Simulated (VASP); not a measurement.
# SiC (P1) in VASP: notebook

SiC is run at these levels: r2SCAN; tasks: single point.

All numbers are computed with VASP 6.6.1; they aren't measurements. Logs are shortened: lines on timing, memory, paths and dates and some standing lists are left out, and cuts for length are marked.

## Step 1: The cell of the first run

The typed cell holds 4 atoms: a = 3.075 Å, b = 3.075 Å, c = 5.048 Å, α = 90.00°, β = 90.00°, γ = 120.00°.

## Step 2: Single point, r2SCAN (atom 3 (C) moved by (+0.200, +0.100) A along [1 1 0] and z)

The input, POSCAR:

```
SiC
1.0
    3.0751950076      0.0000000000      0.0000000000
   -1.5375975038      2.6631969982      0.0000000000
    0.0000000000      0.0000000000      5.0481668526
Si C
2 2
Direct
    0.3333333333      0.6666666667      0.0046028828
    0.6666666667      0.3333333333      0.5046028828
    0.4058721524      0.7197687678      0.4002062881
    0.6666666667      0.3333333333      0.8803971172
```

The input, INCAR.step1:

```
PREC     = Accurate       # precision mode
ENCUT    = 520            # plane-wave cutoff, eV
ISMEAR   = 0              # smearing method
SIGMA    = 0.05           # smearing width, eV
LREAL    = F              # projectors in reciprocal space
LASPH    = T              # aspherical terms in the spheres
NELM     = 60             # most SCF steps
NBANDS   = 16             # bands
GGA      = PE             # functional
ALGO     = Normal         # electronic algorithm
EDIFF    = 1E-4           # SCF threshold, eV
LWAVE    = T              # write WAVECAR
LCHARG   = F              # write CHGCAR
```

The input, INCAR.step2:

```
PREC     = Accurate       # precision mode
ENCUT    = 520            # plane-wave cutoff, eV
EDIFF    = 1E-6           # SCF threshold, eV
ISMEAR   = 0              # smearing method
SIGMA    = 0.05           # smearing width, eV
LREAL    = F              # projectors in reciprocal space
LASPH    = T              # aspherical terms in the spheres
NELM     = 60             # most SCF steps
ALGO     = Normal         # electronic algorithm
ISIF     = 2              # what is computed and relaxed
LWAVE    = F              # write WAVECAR
LCHARG   = F              # write CHGCAR
METAGGA  = R2SCAN         # meta-GGA
LMIXTAU  = T            
NBANDS   = 16             # bands
ISTART   = 1
```

The input, KPOINTS:

```
Automatic mesh
0
Gamma
  12 12 6
```

Potentials or basis: VASP PAW PBE potentials, release 64 (Si, C).

Run with:

```bash
$ cat potpaw_PBE.64/Si/POTCAR potpaw_PBE.64/C/POTCAR > POTCAR
$ cp INCAR.step1 INCAR
$ mpirun -np 1 vasp_std > vasp.out
$ cp INCAR.step2 INCAR
$ mpirun -np 1 vasp_std > vasp.out
```

OUTCAR:

```text
PREC = Accurate
   ENCUT = 520
   EDIFF = 1E-6
   ISMEAR = 0
   LREAL = F
   LASPH = T
   NELM = 60
   ISIF = 2
   METAGGA = R2SCAN
   ISTART = 1

 ion  position               nearest neighbor table
   1  0.333  0.667  0.005-   4 1.88   4 1.88   4 1.88   3 2.01   2 3.09   2 3.09   2 3.09   2 3.09
                             2 3.09   2 3.09
   2  0.667  0.333  0.505-   3 1.72   3 1.81   4 1.90   3 2.04   1 3.09   1 3.09   1 3.09   1 3.09
                             1 3.09   1 3.09
   3  0.406  0.720  0.400-   2 1.72   2 1.81   1 2.01   2 2.04
   4  0.667  0.333  0.880-   1 1.88   1 1.88   1 1.88   2 1.90

  LATTYP: Found a hexagonal cell.
 ALAT       =     3.0751950076
 C/A-ratio  =     1.6415761733

  Lattice vectors:

 A1 = (   3.0751950076,   0.0000000000,   0.0000000000)
 A2 = (  -1.5375975038,   2.6631969982,   0.0000000000)
 A3 = (   0.0000000000,   0.0000000000,   5.0481668526)

Analysis of symmetry for initial positions (statically):
=====================================================================
 Subroutine PRICEL returns:
 Original cell was already a primitive cell.

 Routine SETGRP: Setting up the symmetry group for a
 hexagonal supercell.

 Subroutine GETGRP returns: Found  1 space group operations
 (whereof  1 operations were pure point group operations)
 out of a pool of 24 trial point group operations.

The static configuration has the point symmetry C_1 .

Analysis of symmetry for dynamics (positions and initial velocities):
=====================================================================
 Subroutine PRICEL returns:
 Original cell was already a primitive cell.

 Routine SETGRP: Setting up the symmetry group for a
 hexagonal supercell.

 Subroutine GETGRP returns: Found  1 space group operations
 (whereof  1 operations were pure point group operations)
 out of a pool of 24 trial point group operations.

The dynamic configuration has the point symmetry C_1 .

 Subroutine INISYM returns: Found  1 space group operations
 (whereof  1 operations are pure point group operations),
 and found     1 'primitive' translations

----------------------------------------------------------------------------------------

                                     Primitive cell

  volume of cell :      41.3437

  direct lattice vectors                    reciprocal lattice vectors
     3.075195008  0.000000000  0.000000000     0.325182630  0.187744279  0.000000000
    -1.537597504  2.663196998  0.000000000     0.000000000  0.375488558  0.000000000
     0.000000000  0.000000000  5.048166853     0.000000000  0.000000000  0.198091709
[... 87 lines left out ...]
   NELM   =     60;   NELMIN=  2; NELMDL=  0     # of ELM steps
   EDIFF  = 0.1E-05   stopping-criterion for ELM
   LREAL  =      F    real-space projection
   EDIFFG = 0.1E-04   stopping-criterion for IOM
   NSW    =      0    number of steps for IOM
   IBRION =     -1    ionic relax: 0-MD 1-quasi-New 2-CG
   NFREE  =      0    steps in history (QN), initial steepest desc. (CG)
   ISIF   =      2    stress and relaxation
   ISYM   =      2    0-nonsym 1-usesym 2-fastsym
   POTIM  = 0.5000    time-step for ionic-motion
   TEBEG  =    0.0;   TEEND  =   0.0 temperature during run
   PSTRESS=    0.0 pullay stress
   NELECT =      16.0000    total number of electrons
   NUPDOWN=      -1.0000    fix difference up-down
   EMIN   =  10.00;   EMAX   =-10.00  energy-range for DOS
   EFERMI =   0.00;   METHOD = LEGACY
   ISMEAR =     0;   SIGMA  =   0.05  broadening in eV -4-tet -1-fermi 0-gaus
   EFERMI_NEDOS =   21; number of points for ismear=-14 and -15
   IALGO  =     38    algorithm
   IMIX   =      4    mixing-type and parameters
     AMIX     =   0.40;   BMIX     =  1.00
     AMIX_MAG =   1.60;   BMIX_MAG =  1.00
  volume/ion in A,a.u.               =      10.34        69.75
  Fermi-wavevector in a.u.,A,eV,Ry     =   1.193012  2.254466 19.364879  1.423278
  Thomas-Fermi vector in A             =   2.329037
   LORBIT       =      0    0 simple, 1 ext, 2 COOP (PROOUT), +10 PAW based schemes
   METAGGA = R2SCAN    functional components
   LHFCALC =     F    Hartree Fock is set to
   AEXX    =    0.0000 exact exchange contribution
   IVDW    =     0    specifies the selected vdW correction
   LEPSILON=     F    determine dielectric tensor
   LRPA    =     F    only Hartree local field effects (RPA)
 non-spin polarized calculation
 Gauss-broadening in eV      SIGMA  =   0.05
  energy-cutoff  :      520.00
  volume of cell :       41.34
 maximum number of plane-waves:      1126
   NGX = 11   NGY = 11   NGZ = 19

 number of electron      16.0000000 magnetization

 Free energy of the ion-electron system (eV)
  ---------------------------------------------------
  ext. energy  EPLUGINS =         0.00000000
  ---------------------------------------------------
  free energy    TOTEN  =       -38.10562638 eV

  energy without entropy =      -38.10562638  energy(sigma->0) =      -38.10562638

 E-fermi :   8.8011     XC(G=0): -11.9297

 val. band max:        8.5379983167   @ k =   0.0000   0.0000   0.0000
 cond. band min:      10.9432909913   @ k =   0.3333   0.3333   0.0000
 fundamental gap:      2.4052926746
 Fermi energy:         8.8011148672

 k-point     1 :       0.0000    0.0000    0.0000
  band No.  band energies     occupation
      1      -8.2387      2.00000
      2      -4.6720      2.00000
      3      -0.6895      2.00000
      4       5.9637      2.00000
      5       7.1035      2.00000
      6       7.8783      2.00000
[... 433 lines left out ...]
      3       0.0981      2.00000
      4       3.1434      2.00000
      5       5.1628      2.00000
      6       5.8421      2.00000
[... 8 lines left out ...]
     15      18.5193      0.00000
     16      19.0700      0.00000

 [... further k-points ...]
[... 5 lines left out ...]
  --------------------------------------------------------------------------------------
  -------------------------------------------------------------------------------------
  Total       -0.3816432      3.3022389     -0.3555995     -1.4578245      0.8165452      0.1603066
  in kB      -14.7896680    127.9703666    -13.7804077    -56.4944995     31.6432562      6.2123006
  external PRESSURE =      33.1334303 kB  Pullay stress =       0.0000000 kB

 VOLUME and BASIS-vectors are now :
 -----------------------------------------------------------------------------
  energy-cutoff  :      520.00
  volume of cell :       41.34
      direct lattice vectors                 reciprocal lattice vectors
     3.075195008  0.000000000  0.000000000     0.325182630  0.187744279  0.000000000
    -1.537597504  2.663196998  0.000000000     0.000000000  0.375488558  0.000000000
     0.000000000  0.000000000  5.048166853     0.000000000  0.000000000  0.198091709

 POSITION                                       TOTAL-FORCE (eV/Angst)
 -----------------------------------------------------------------------------------
     -0.00000      1.77546      0.02324         0.356143      0.370273      0.610133
      1.53760      0.88773      2.54732         1.708197      3.096885      1.540486
      0.14142      1.91689      2.02031        -2.071481     -3.496895     -2.802884
      1.53760      0.88773      4.44439         0.007140      0.029737      0.652265
 -----------------------------------------------------------------------------------
    total drift:                               -0.000048     -0.000043     -0.000200

  FREE ENERGIE OF THE ION-ELECTRON SYSTEM (eV)
  ---------------------------------------------------
  free  energy   TOTEN  =       -38.1056263789 eV

  energy  without entropy=      -38.1056263789  energy(sigma->0) =      -38.10562638
```

OUTCAR.step1:

```text
PREC = Accurate
   ENCUT = 520
   ISMEAR = 0
   LREAL = F
[... 687 lines left out ...]
     -0.00000      1.77546      0.02324         0.317832      0.331340      0.644330
      1.53760      0.88773      2.54732         1.687660      3.072734      1.466149
      0.14142      1.91689      2.02031        -2.010031     -3.429025     -2.720522
      1.53760      0.88773      4.44439         0.004540      0.024951      0.610043
 -----------------------------------------------------------------------------------
    total drift:                                0.002060      0.002798      0.002227

  FREE ENERGIE OF THE ION-ELECTRON SYSTEM (eV)
  ---------------------------------------------------
  free  energy   TOTEN  =       -29.5836500944 eV

  energy  without entropy=      -29.5836500944  energy(sigma->0) =      -29.58365009
```

Wall time 4.5 min (1 thread of Intel Xeon 6975P-C (Granite Rapids), shared host); peak memory 0.34 GiB.

What came out:

| Quantity | Value |
| --- | --- |
| Free energy | -38.1056 eV |
| Pressure | 3.3 GPa |
| Largest force | 4.937 eV/Å |
| Band gap on the k mesh | 2.41 eV (least direct gap 4.45 eV) |

Forces on the atoms (eV/Å):
```
Si   0.356  0.370  0.610
Si   1.708  3.097  1.540
C   -2.071 -3.497 -2.803
C    0.007  0.030  0.652
```

Levels at points of the mesh, in eV from the valence-band top:
```
           k point  band 6  band 7  band 8  band 9  band 10  band 11
(0.00, 0.00, 0.00)   -0.66   -0.46    0.00    4.93     6.12     6.78
(0.50, 0.00, 0.00)   -4.28   -3.03   -2.04    2.67     3.64     6.68
(0.00, 0.50, 0.00)   -3.97   -3.71   -1.62    2.83     4.83     7.18
(0.50, 0.50, 0.00)   -3.89   -3.59   -1.73    2.78     4.49     6.85
(0.00, 0.00, 0.50)   -1.14   -1.10   -0.53    5.73     6.13     6.78
(0.50, 0.00, 0.50)   -3.00   -2.92   -2.67    3.36     3.56     4.97
(0.00, 0.50, 0.50)   -2.86   -2.66   -2.25    3.13     3.25     4.98
(0.50, 0.50, 0.50)   -2.94   -2.68   -2.23    3.12     3.31     4.95
```

Caveat: the cell differs from its parent crystal (atom 3 (C) moved by (+0.200, +0.100) A along [1 1 0] and z); the stress differs along the axes, from -1 to 13 GPa; the PAW data sets were made with another functional, which shifts forces and pressure a little.

## Step 3: Single point, r2SCAN (atom 3 (C) moved by (+0.200, +0.200) A along [1 1 0] and z)

Edit POSCAR of step 2 so:

```diff
@@ -10,3 +10,3 @@
     0.6666666667      0.3333333333      0.5046028828
-    0.4058721524      0.7197687678      0.4002062881
+    0.4058721524      0.7197687678      0.4200154590
     0.6666666667      0.3333333333      0.8803971172
```

The input, INCAR.step1:

```
PREC = Accurate
ENCUT = 520
ISMEAR = 0
SIGMA = 0.05
LREAL = F
LASPH = T
NELM = 60
NBANDS = 16
GGA = PE
ALGO = Normal
EDIFF = 1E-4
LWAVE = T
LCHARG = F
```

The input, INCAR.step2:

```
PREC = Accurate
ENCUT = 520
EDIFF = 1E-7
ISMEAR = 0
SIGMA = 0.05
LREAL = F
LASPH = T
NELM = 60
ALGO = Normal
ISIF = 2
LWAVE = F
LCHARG = F
METAGGA = R2SCAN
LMIXTAU = T
NBANDS = 16
ISTART = 1
```

The input, KPOINTS:

```
regular mesh
0
Gamma
  12 12 6
```

Potentials or basis: VASP PAW PBE potentials, release 64 (Si, C).

Run with:

```bash
$ cat potpaw_PBE.64/Si/POTCAR potpaw_PBE.64/C/POTCAR > POTCAR
$ cp INCAR.step1 INCAR
$ mpirun -np 1 vasp_std > vasp.out
$ cp INCAR.step2 INCAR
$ mpirun -np 1 vasp_std > vasp.out
```

OUTCAR:

```text
PREC = Accurate
   ENCUT = 520
   EDIFF = 1E-7
   ISMEAR = 0
   LREAL = F
   LASPH = T
   NELM = 60
   ISIF = 2
   METAGGA = R2SCAN
   ISTART = 1

 ion  position               nearest neighbor table
   1  0.333  0.667  0.005-   4 1.88   4 1.88   4 1.88   3 2.11   2 3.09   2 3.09   2 3.09   2 3.09
                             2 3.09   2 3.09
   2  0.667  0.333  0.505-   3 1.69   3 1.79   4 1.90   3 2.02   1 3.09   1 3.09   1 3.09   1 3.09
                             1 3.09   1 3.09
   3  0.406  0.720  0.420-   2 1.69   2 1.79   2 2.02   1 2.11
   4  0.667  0.333  0.880-   1 1.88   1 1.88   1 1.88   2 1.90

  LATTYP: Found a hexagonal cell.
 ALAT       =     3.0751950076
 C/A-ratio  =     1.6415761733

  Lattice vectors:

 A1 = (   3.0751950076,   0.0000000000,   0.0000000000)
 A2 = (  -1.5375975038,   2.6631969982,   0.0000000000)
 A3 = (   0.0000000000,   0.0000000000,   5.0481668526)

Analysis of symmetry for initial positions (statically):
=====================================================================
 Subroutine PRICEL returns:
 Original cell was already a primitive cell.
[... 177 lines left out ...]
 cond. band min:      11.0753709566   @ k =   0.3333   0.3333   0.0000
 fundamental gap:      2.4175668104
 Fermi energy:         8.8581711793

 k-point     1 :       0.0000    0.0000    0.0000
  band No.  band energies     occupation
      1      -8.2681      2.00000
      2      -4.7129      2.00000
      3      -0.5580      2.00000
      4       5.7176      2.00000
      5       7.0588      2.00000
      6       7.8544      2.00000
[... 433 lines left out ...]
      3       0.2384      2.00000
      4       2.9758      2.00000
      5       5.1154      2.00000
      6       5.7897      2.00000
[... 8 lines left out ...]
     15      18.5965      0.00000
     16      19.1379      0.00000

 [... further k-points ...]

------------------------ aborting loop because EDIFF is reached ----------------------------------------

  FORCE on cell =-STRESS in cart. coord.  units (eV):
  Direction    XX          YY          ZZ          XY          YZ          ZX
  --------------------------------------------------------------------------------------
  -------------------------------------------------------------------------------------
  Total       -0.0383068      4.6142302     -0.2693520     -1.8724280      0.7519694      0.0995719
  in kB       -1.4844870    178.8134511    -10.4380913    -72.5614681     29.1407749      3.8586694
  external PRESSURE =      55.6302909 kB  Pullay stress =       0.0000000 kB

 VOLUME and BASIS-vectors are now :
 -----------------------------------------------------------------------------
  energy-cutoff  :      520.00
  volume of cell :       41.34
      direct lattice vectors                 reciprocal lattice vectors
     3.075195008  0.000000000  0.000000000     0.325182630  0.187744279  0.000000000
    -1.537597504  2.663196998  0.000000000     0.000000000  0.375488558  0.000000000
     0.000000000  0.000000000  5.048166853     0.000000000  0.000000000  0.198091709

 POSITION                                       TOTAL-FORCE (eV/Angst)
 -----------------------------------------------------------------------------------
     -0.00000      1.77546      0.02324         0.343933      0.359424      0.720700
      1.53760      0.88773      2.54732         1.979562      3.619213      2.237566
      0.14142      1.91689      2.12031        -2.344449     -4.024606     -4.292156
      1.53760      0.88773      4.44439         0.020954      0.045970      1.333890
 -----------------------------------------------------------------------------------
    total drift:                               -0.000050     -0.000074     -0.000375

  FREE ENERGIE OF THE ION-ELECTRON SYSTEM (eV)
  ---------------------------------------------------
  free  energy   TOTEN  =       -37.7464986708 eV

  energy  without entropy=      -37.7464986708  energy(sigma->0) =      -37.74649867
```

It took 21 min on 1 thread of Oxide Virtual Turin-like, shared host; peak memory 0.32 GiB.

What came out:

```yaml
Free_energy: -37.7465 eV
Pressure: 5.6 GPa
Largest_force: 6.334 eV/Å
Band_gap_on_the_k_mesh: 2.42 eV (least direct gap 4.46 eV)
```

Forces in eV/Å, atoms in the order of the input:
```
Si   0.344  0.359  0.721
Si   1.980  3.619  2.238
C   -2.344 -4.025 -4.292
C    0.021  0.046  1.334
```

Stress tensor (GPa, compression positive):
```
-0.15 -7.26  0.39
-7.26 17.88  2.91
 0.39  2.91 -1.04
```

Levels at points of the mesh, in eV from the valence-band top:
```csv
k point,band 4,band 5,band 6,band 7,band 8,band 9,band 10,band 11,band 12,band 13
"(0.00, 0.00, 0.00)",-2.94,-1.60,-0.80,-0.60,0.00,4.84,5.67,6.61,6.71,7.54
"(0.50, 0.00, 0.00)",-6.77,-6.06,-4.58,-2.96,-2.23,2.43,3.68,6.40,7.50,9.42
"(0.00, 0.50, 0.00)",-7.58,-5.62,-4.01,-3.81,-1.85,2.67,4.73,6.87,7.48,8.72
"(0.50, 0.50, 0.00)",-7.37,-5.77,-4.04,-3.58,-1.96,2.60,4.41,6.53,7.42,9.11
"(0.00, 0.00, 0.50)",-4.65,-2.69,-1.26,-1.18,-0.84,5.47,6.04,6.55,7.27,7.36
"(0.50, 0.00, 0.50)",-8.64,-4.16,-3.09,-2.98,-2.52,3.12,3.48,4.68,5.45,10.10
"(0.00, 0.50, 0.50)",-9.00,-3.36,-2.92,-2.74,-2.15,2.96,3.11,4.55,5.10,10.24
"(0.50, 0.50, 0.50)",-8.97,-3.52,-3.00,-2.76,-2.17,2.98,3.15,4.51,5.11,10.17
```

Caveat: the cell differs from its parent crystal (atom 3 (C) moved by (+0.200, +0.200) A along [1 1 0] and z); the stress differs along the axes, from -1 to 18 GPa; the PAW data sets were made with another functional, which shifts forces and pressure a little.
